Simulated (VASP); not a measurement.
# Li2Zn3S: single point with PBE

Li2Zn3S:

```xyz
6
Lattice="5.0103 0.0000 0.0000 -2.5051 4.3390 0.0000 0.0000 0.0000 4.0703" Properties=species:S:1:pos:R:3 pbc="T T T"
Li    0.0000    2.8927    0.0000
Li    2.5051    1.4463    0.0000
Zn    2.5051    0.0000    2.0352
Zn    1.2526    2.1695    2.0352
Zn   -1.2526    2.1695    2.0352
S     0.0000    0.0000    0.0000
```

The cell was generated, and may not be a known phase.

* Program: VASP 6.6.1
* Task: single point
* Functional: PBE
* Potentials or basis: VASP PAW PBE potentials, release 64 (Li_sv, Zn, S)
* Cutoff: 750 eV
* k mesh: 6 × 6 × 4
* Occupations: gaussian, width 0.1 eV
* Spin: no spin polarisation
* Dipole correction: no
* Further INCAR settings: ALGO = Normal; EDIFF = 1e-06; NBANDS = 33

| Property | Result |
| --- | --- |
| Pressure | 8.0 GPa |
| Band gap on the k mesh | zero (bands 24 and 25 overlap by 2.11 eV) |

Stress tensor (GPa, compression positive):
```
 4.62  0.00  0.00
 0.00  4.62  0.00
 0.00  0.00 14.64
```

Levels at points of the mesh, in eV from the Fermi level:
```
           k point  band 21  band 22  band 23  band 24  band 25  band 26  band 27  band 28
(0.00, 0.00, 0.00)    -3.88    -3.04    -1.97    -0.98    -0.98     1.16     3.28     3.28
(0.50, 0.00, 0.00)    -4.46    -2.17    -1.36     0.08     0.57     0.87     3.03     3.89
(0.00, 0.00, 0.50)    -2.87    -2.22    -1.81    -1.56     0.55     0.55     0.73     0.73
(0.50, 0.00, 0.50)    -4.60    -3.53    -2.94    -0.95    -0.33     2.14     2.70     3.02
```

Wall time 60 s on 1 thread of Intel(R) Xeon(R) 6975P-C (Granite Rapids) (shared host), peak memory 0.32 GiB.

Caveat: the k points lie up to 0.39 Å⁻¹ apart, too coarse for converged energies and pressures of a metal.
